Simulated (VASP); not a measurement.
Wanted: the native input for a VASP 6.6.1 run.

- Task: single point
- Functional: PBE
- Potentials or basis: VASP PAW PBE potentials, release 64 (Ir)
- Cutoff: 500 eV
- k mesh: 6 × 6 × 6
- Occupations: fermi-dirac, width 0.05 eV
- Spin: no spin polarisation
- Dipole correction: no
- Further INCAR settings: ALGO = Normal; EDIFF = 1e-06; NBANDS = 10

The structure of Ir lies in POSCAR:

```
Ir
1.0
    0.0000000000      1.9156000000      1.9156000000
    1.9156000000      0.0000000000      1.9156000000
    1.9156000000      1.9156000000      0.0000000000
Ir
1
Direct
    0.0000000000      0.0000000000      0.0000000000
```

These files were run (other wordings do the same):

INCAR

```
PREC = Accurate
ENCUT = 500
EDIFF = 1E-6
ISMEAR = -1
SIGMA = 0.05
LREAL = F
LASPH = T
NELM = 120
ALGO = Normal
ISIF = 2
LWAVE = F
LCHARG = F
GGA = PE
NBANDS = 10
GGA_COMPAT = F
```

KPOINTS

```
Automatic mesh
0
Gamma
  6 6 6
```

Potentials or basis: VASP PAW PBE potentials, release 64 (Ir).

Launch:

```console
$ cat potpaw_PBE.64/Ir/POTCAR > POTCAR
$ mpirun -np 1 vasp_std > vasp.out
```

Results of the run:

| Property | Result |
| --- | --- |
| Pressure | 13.0 GPa |

Caveat: the k points lie up to 0.47 Å⁻¹ apart.

Run time: 6.9 s on 1 thread of AMD EPYC 7R13, with other jobs on the host, peak memory 0.1 GiB.
